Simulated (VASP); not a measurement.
# PbO (rock salt type) (Fm-3m) in VASP: single point with PBE

Aim: the single point of PbO (rock salt type) with PBE.

Program: VASP 6.6.1. These are calculated values, not measurements. Logs are shortened: lines on timing, memory, paths and dates and some standing lists are left out, and cuts for length are marked.

**1. The cell of the first run**

The structure is cubic, space group Fm-3m (No. 225). The conventional cell has a = 5.336 Å, b = 5.336 Å, c = 5.336 Å, α = 90.00°, β = 90.00°, γ = 90.00°. Pb (site symmetry m-3m) has 6 O at 2.67 Å within 3.5 Å. O (site symmetry m-3m) has 6 Pb at 2.67 Å within 3.5 Å.

**2. Single point, PBE**

Input file INCAR:

```
PREC = Accurate
ENCUT = 520
EDIFF = 1E-6
ISMEAR = -1
SIGMA = 0.06122561905347299
LREAL = False
LASPH = True
NELM = 80
ALGO = Normal
ISIF = 2
LWAVE = False
LCHARG = False
GGA = PE
NBANDS = 17
```

Input file KPOINTS:

```
Automatic mesh
0
Gamma
  36 36 36
```

Input file POSCAR:

```
PbO
1.0
    0.0000000000      2.6678195166      2.6678195166
    2.6678195166      0.0000000000      2.6678195166
    2.6678195166      2.6678195166      0.0000000000
Pb O
1 1
Direct
    0.0000000000      0.0000000000      0.0000000000
    0.5000000000      0.5000000000      0.5000000000
```

Potentials or basis: VASP PAW PBE potentials, release 64 (Pb_d, O).

Command:

```console
$ cat potpaw_PBE.64/Pb_d/POTCAR potpaw_PBE.64/O/POTCAR > POTCAR
$ mpirun -np 1 vasp_std > vasp.out
```

OUTCAR:

```text
PREC = Accurate
   ENCUT = 520
   EDIFF = 1E-6
   ISMEAR = -1
   LREAL = False
   LASPH = True
   NELM = 80
   ISIF = 2
   GGA = PE

 ion  position               nearest neighbor table
   1  0.000  0.000  0.000-   2 2.67   2 2.67   2 2.67   2 2.67   2 2.67   2 2.67
   2  0.500  0.500  0.500-   1 2.67   1 2.67   1 2.67   1 2.67   1 2.67   1 2.67

  LATTYP: Found a face centered cubic cell.
 ALAT       =     5.3356390332

  Lattice vectors:

 A1 = (   0.0000000000,   2.6678195166,   2.6678195166)
 A2 = (   2.6678195166,   0.0000000000,   2.6678195166)
 A3 = (   2.6678195166,   2.6678195166,   0.0000000000)

Analysis of symmetry for initial positions (statically):
=====================================================================
 Subroutine PRICEL returns:
 Original cell was already a primitive cell.

 Routine SETGRP: Setting up the symmetry group for a
 face centered cubic supercell.

 Subroutine GETGRP returns: Found 48 space group operations
 (whereof 48 operations were pure point group operations)
 out of a pool of 48 trial point group operations.

The static configuration has the point symmetry O_h .

Analysis of symmetry for dynamics (positions and initial velocities):
=====================================================================
 Subroutine PRICEL returns:
 Original cell was already a primitive cell.

 Routine SETGRP: Setting up the symmetry group for a
 face centered cubic supercell.

 Subroutine GETGRP returns: Found 48 space group operations
 (whereof 48 operations were pure point group operations)
 out of a pool of 48 trial point group operations.

The dynamic configuration has the point symmetry O_h .

 Subroutine INISYM returns: Found 48 space group operations
 (whereof 48 operations are pure point group operations),
 and found     1 'primitive' translations

----------------------------------------------------------------------------------------

                                     Primitive cell

  volume of cell :      37.9751

  direct lattice vectors                    reciprocal lattice vectors
     0.000000000  2.667819517  2.667819517    -0.187418975  0.187418975  0.187418975
     2.667819517  0.000000000  2.667819517     0.187418975 -0.187418975  0.187418975
     2.667819517  2.667819517  0.000000000     0.187418975  0.187418975 -0.187418975

  length of vectors
     3.772866542  3.772866542  3.772866542     0.324619187  0.324619187  0.324619187

  position of ions in fractional coordinates (direct lattice)
     0.000000000  0.000000000  0.000000000
     0.500000000  0.500000000  0.500000000

  ion indices of the primitive-cell ions
   primitive index   ion index
                 1           1
                 2           2

----------------------------------------------------------------------------------------

 KPOINTS: Automatic mesh

Automatic generation of k-mesh.
 Grid dimensions read from file:
 generate k-points for:   36   36   36

 Generating k-lattice:

  Cartesian coordinates                     Fractional coordinates (reciprocal lattice)
    -0.005206083  0.005206083  0.005206083     0.027777778  0.000000000  0.000000000
     0.005206083 -0.005206083  0.005206083     0.000000000  0.027777778  0.000000000
     0.005206083  0.005206083 -0.005206083     0.000000000  0.000000000  0.027777778

  Length of vectors
     0.009017200  0.009017200  0.009017200

  Shift w.r.t. Gamma in fractional coordinates (k-lattice)
     0.000000000  0.000000000  0.000000000

 Subroutine IBZKPT returns following result:
 ===========================================

 Found   1240 irreducible k-points:

 Following reciprocal coordinates:
            Coordinates               Weight
  0.000000  0.000000  0.000000      1.000000
  0.027778  0.000000  0.000000      8.000000
  0.055556  0.000000  0.000000      8.000000
  0.083333  0.000000  0.000000      8.000000
  0.111111  0.000000  0.000000      8.000000
  0.138889  0.000000  0.000000      8.000000
[... 16 lines left out ...]
  0.111111  0.027778  0.000000     24.000000
  0.138889  0.027778  0.000000     24.000000
 [... further k-points ...]
   k-points           NKPTS =   1240   k-points in BZ     NKDIM =   1240   number of bands    NBANDS=     17
   number of dos      NEDOS =    301   number of ions     NIONS =      2
   total plane-waves  NPLWV =  21952
   dimension x,y,z NGX =    28 NGY =   28 NGZ =   28
   dimension x,y,z NGXF=    56 NGYF=   56 NGZF=   56
   ions per type =               1   1
   NGX,Y,Z   is equivalent  to a cutoff of  12.34, 12.34, 12.34 a.u.
   NGXF,Y,Z  is equivalent  to a cutoff of  24.68, 24.68, 24.68 a.u.
 SYSTEM =  unknown system
   PREC   = accura    normal or accurate (medium, high low for compatibility)
   ISTART =      0    job   : 0-new  1-cont  2-samecut
   ICHARG =      2    charge: 1-file 2-atom 10-const
   ISPIN  =      1    spin polarized calculation?
   LNONCOLLINEAR =      F non collinear calculations
   LSORBIT =      F    spin-orbit coupling
   LASPH  =      T    aspherical Exc in radial PAW
   ENCUT  =  520.0 eV  38.22 Ry    6.18 a.u.   7.02  7.02  7.02*2*pi/ulx,y,z
   NELM   =     80;   NELMIN=  2; NELMDL= -5     # of ELM steps
   EDIFF  = 0.1E-05   stopping-criterion for ELM
   LREAL  =      F    real-space projection
   EDIFFG = 0.1E-04   stopping-criterion for IOM
   NSW    =      0    number of steps for IOM
   IBRION =     -1    ionic relax: 0-MD 1-quasi-New 2-CG
   NFREE  =      0    steps in history (QN), initial steepest desc. (CG)
   ISIF   =      2    stress and relaxation
   ISYM   =      2    0-nonsym 1-usesym 2-fastsym
   POTIM  = 0.5000    time-step for ionic-motion
   TEBEG  =    0.0;   TEEND  =   0.0 temperature during run
   PSTRESS=    0.0 pullay stress
   NELECT =      20.0000    total number of electrons
   NUPDOWN=      -1.0000    fix difference up-down
   EMIN   =  10.00;   EMAX   =-10.00  energy-range for DOS
   EFERMI =   0.00;   METHOD = LEGACY
   ISMEAR =    -1;   SIGMA  =   0.06  broadening in eV -4-tet -1-fermi 0-gaus
   EFERMI_NEDOS =   21; number of points for ismear=-14 and -15
   IALGO  =     38    algorithm
   IMIX   =      4    mixing-type and parameters
     AMIX     =   0.40;   BMIX     =  1.00
     AMIX_MAG =   1.60;   BMIX_MAG =  1.00
  volume/ion in A,a.u.               =      18.99       128.13
  Fermi-wavevector in a.u.,A,eV,Ry     =   1.322062  2.498334 23.780903  1.747847
  Thomas-Fermi vector in A             =   2.451770
   LORBIT       =      0    0 simple, 1 ext, 2 COOP (PROOUT), +10 PAW based schemes
   GGA     = PE    functional components
   LHFCALC =     F    Hartree Fock is set to
   AEXX    =    0.0000 exact exchange contribution
   IVDW    =     0    specifies the selected vdW correction
   LEPSILON=     F    determine dielectric tensor
   LRPA    =     F    only Hartree local field effects (RPA)
 non-spin polarized calculation
  energy-cutoff  :      520.00
  volume of cell :       37.98
 maximum number of plane-waves:      1038
   NGX = 13   NGY = 13   NGZ = 13

 number of electron      20.0000008 magnetization

 Free energy of the ion-electron system (eV)
  ---------------------------------------------------
  ext. energy  EPLUGINS =         0.00000000
  ---------------------------------------------------
  free energy    TOTEN  =       -10.37174060 eV

  energy without entropy =      -10.37107665  energy(sigma->0) =      -10.37140862

 E-fermi :   5.9770     XC(G=0): -10.3076

 val. band max:        5.9095196743   @ k =  -0.4722   0.0556   0.0278
 cond. band min:       5.9917429599   @ k =  -0.4722   0.0556   0.0278
 fundamental gap:      0.0822232856
 Fermi energy:         5.9770433322

 k-point     1 :       0.0000    0.0000    0.0000
  band No.  band energies     occupation
      1     -11.4490      2.00000
      2     -10.6172      2.00000
      3     -10.6172      2.00000
      4     -10.6172      2.00000
      5     -10.5076      2.00000
      6     -10.5076      2.00000
[... 9 lines left out ...]
     16      16.9496      0.00000
     17      16.9496      0.00000

 k-point     2 :       0.0278    0.0000    0.0000
  band No.  band energies     occupation
      1     -11.4454      2.00000
      2     -10.6172      2.00000
      3     -10.6166      2.00000
      4     -10.6166      2.00000
      5     -10.5079      2.00000
      6     -10.5079      2.00000
[... 9 lines left out ...]
     16      16.9773      0.00000
     17      17.2056      0.00000

 k-point     3 :       0.0556    0.0000    0.0000
  band No.  band energies     occupation
      1     -11.4343      2.00000
      2     -10.6172      2.00000
      3     -10.6149      2.00000
      4     -10.6149      2.00000
      5     -10.5087      2.00000
      6     -10.5087      2.00000
[... 9 lines left out ...]
     16      17.0571      0.00000
     17      17.6855      0.00000

 k-point     4 :       0.0833    0.0000    0.0000
  band No.  band energies     occupation
      1     -11.4161      2.00000
      2     -10.6170      2.00000
      3     -10.6122      2.00000
      4     -10.6122      2.00000
      5     -10.5098      2.00000
      6     -10.5098      2.00000
[... 9 lines left out ...]
     16      17.1803      0.00000
     17      18.1725      0.00000

 k-point     5 :       0.1111    0.0000    0.0000
  band No.  band energies     occupation
      1     -11.3912      2.00000
      2     -10.6169      2.00000
      3     -10.6088      2.00000
      4     -10.6088      2.00000
      5     -10.5110      2.00000
      6     -10.5110      2.00000
[... 9 lines left out ...]
     16      17.3369      0.00000
     17      18.6109      0.00000

 k-point     6 :       0.1389    0.0000    0.0000
  band No.  band energies     occupation
      1     -11.3602      2.00000
      2     -10.6167      2.00000
      3     -10.6050      2.00000
      4     -10.6050      2.00000
      5     -10.5121      2.00000
      6     -10.5121      2.00000
[... 9 lines left out ...]
     16      17.5186      0.00000
     17      19.0112      0.00000

 k-point     7 :       0.1667    0.0000    0.0000
  band No.  band energies     occupation
      1     -11.3238      2.00000
      2     -10.6165      2.00000
      3     -10.6013      2.00000
      4     -10.6013      2.00000
      5     -10.5126      2.00000
      6     -10.5126      2.00000
[... 9 lines left out ...]
     16      17.7193      0.00000
     17      19.3880      0.00000

 k-point     8 :       0.1944    0.0000    0.0000
  band No.  band energies     occupation
      1     -11.2833      2.00000
      2     -10.6163      2.00000
      3     -10.5983      2.00000
      4     -10.5983      2.00000
      5     -10.5121      2.00000
      6     -10.5121      2.00000
[... 9 lines left out ...]
     16      17.9352      0.00000
     17      19.7370      0.00000
[... 203 lines left out ...]
      1     -10.9120      2.00000
      2     -10.6235      2.00000
      3     -10.6116      2.00000
      4     -10.6116      2.00000
      5     -10.4678      2.00000
      6     -10.4678      2.00000
[... 9 lines left out ...]
     16      20.3539      0.00000
     17      20.3539      0.00000

 k-point    20 :       0.0278    0.0278    0.0000
  band No.  band energies     occupation
      1     -11.4442      2.00000
      2     -10.6178      2.00000
      3     -10.6162      2.00000
      4     -10.6162      2.00000
      5     -10.5088      2.00000
      6     -10.5071      2.00000
[... 9 lines left out ...]
     16      17.0403      0.00000
     17      17.1972      0.00000

 k-point    21 :       0.0556    0.0278    0.0000
  band No.  band energies     occupation
      1     -11.4358      2.00000
      2     -10.6182      2.00000
      3     -10.6147      2.00000
      4     -10.6145      2.00000
      5     -10.5100      2.00000
      6     -10.5069      2.00000
[... 9 lines left out ...]
     16      17.1527      0.00000
     17      17.5892      0.00000

 k-point    22 :       0.0833    0.0278    0.0000
  band No.  band energies     occupation
      1     -11.4202      2.00000
      2     -10.6182      2.00000
      3     -10.6124      2.00000
      4     -10.6119      2.00000
      5     -10.5115      2.00000
      6     -10.5071      2.00000
[... 9 lines left out ...]
     16      17.3043      0.00000
     17      18.0868      0.00000

 k-point    23 :       0.1111    0.0278    0.0000
  band No.  band energies     occupation
      1     -11.3980      2.00000
      2     -10.6180      2.00000
      3     -10.6094      2.00000
      4     -10.6085      2.00000
      5     -10.5130      2.00000
      6     -10.5076      2.00000
[... 9 lines left out ...]
     16      17.4842      0.00000
     17      18.5488      0.00000

 k-point    24 :       0.1389    0.0278    0.0000
  band No.  band energies     occupation
      1     -11.3696      2.00000
      2     -10.6178      2.00000
      3     -10.6059      2.00000
      4     -10.6046      2.00000
      5     -10.5143      2.00000
      6     -10.5080      2.00000
[... 9 lines left out ...]
     16      17.6836      0.00000
     17      18.9597      0.00000

 [... further k-points ...]
[... 5 lines left out ...]
  --------------------------------------------------------------------------------------
  -------------------------------------------------------------------------------------
  Total       -0.7671193     -0.7671193     -0.7671193     -0.0000000      0.0000000     -0.0000000
  in kB      -32.3648903    -32.3648903    -32.3648903     -0.0000000      0.0000000     -0.0000000
  external PRESSURE =     -32.3648903 kB  Pullay stress =       0.0000000 kB

 VOLUME and BASIS-vectors are now :
 -----------------------------------------------------------------------------
  energy-cutoff  :      520.00
  volume of cell :       37.98
      direct lattice vectors                 reciprocal lattice vectors
     0.000000000  2.667819517  2.667819517    -0.187418975  0.187418975  0.187418975
     2.667819517  0.000000000  2.667819517     0.187418975 -0.187418975  0.187418975
     2.667819517  2.667819517  0.000000000     0.187418975  0.187418975 -0.187418975

 POSITION                                       TOTAL-FORCE (eV/Angst)
 -----------------------------------------------------------------------------------
      0.00000      0.00000      0.00000         0.000000     -0.000000      0.000000
      2.66782      2.66782      2.66782        -0.000000      0.000000     -0.000000
 -----------------------------------------------------------------------------------
    total drift:                                0.000000      0.000000      0.000000

  FREE ENERGIE OF THE ION-ELECTRON SYSTEM (eV)
  ---------------------------------------------------
  free  energy   TOTEN  =       -10.3717405967 eV

  energy  without entropy=      -10.3710766504  energy(sigma->0) =      -10.37140862
```

Wall time 16 min (1 thread of Intel Xeon 8259CL, shared host); peak memory 0.79 GiB.

What came out:

```yaml
Free_energy: -10.3717 eV
Pressure: -3.2 GPa
Band_gap_on_the_k_mesh: 0.08 eV, direct
```

Caveat: spin-orbit coupling is left out, which moves the levels of the heavy elements. A k mesh can miss the band edges.
